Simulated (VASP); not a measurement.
Here is a VASP 6.6.1 calculation.

The input INCAR:

```
PREC = Accurate
ENCUT = 520
EDIFF = 1E-6
ISMEAR = -1
SIGMA = 0.05
LREAL = F
LASPH = T
NELM = 60
ALGO = Normal
ISIF = 2
LWAVE = F
LCHARG = F
GGA = PS
NBANDS = 12
```

Contents of KPOINTS:

```
Automatic mesh
0
Gamma
  17 17 17
```

POSCAR

```
Nb
1.0
    0.0000000000      1.9469039602      1.9469039602
    1.9469039602      0.0000000000      1.9469039602
    1.9469039602      1.9469039602      0.0000000000
Nb
1
Direct
    0.0000000000      0.0000000000      0.0000000000
```

Potentials or basis: VASP PAW PBE potentials, release 64 (Nb_sv).

Launch:

```console
$ cat potpaw_PBE.64/Nb_sv/POTCAR > POTCAR
$ mpirun -np 1 vasp_std > vasp.out
```

Question: Estimate the pressure.

Answer: 50.7 GPa.

Caveat: the PAW data sets were made with another functional, which shifts forces and pressure a little.
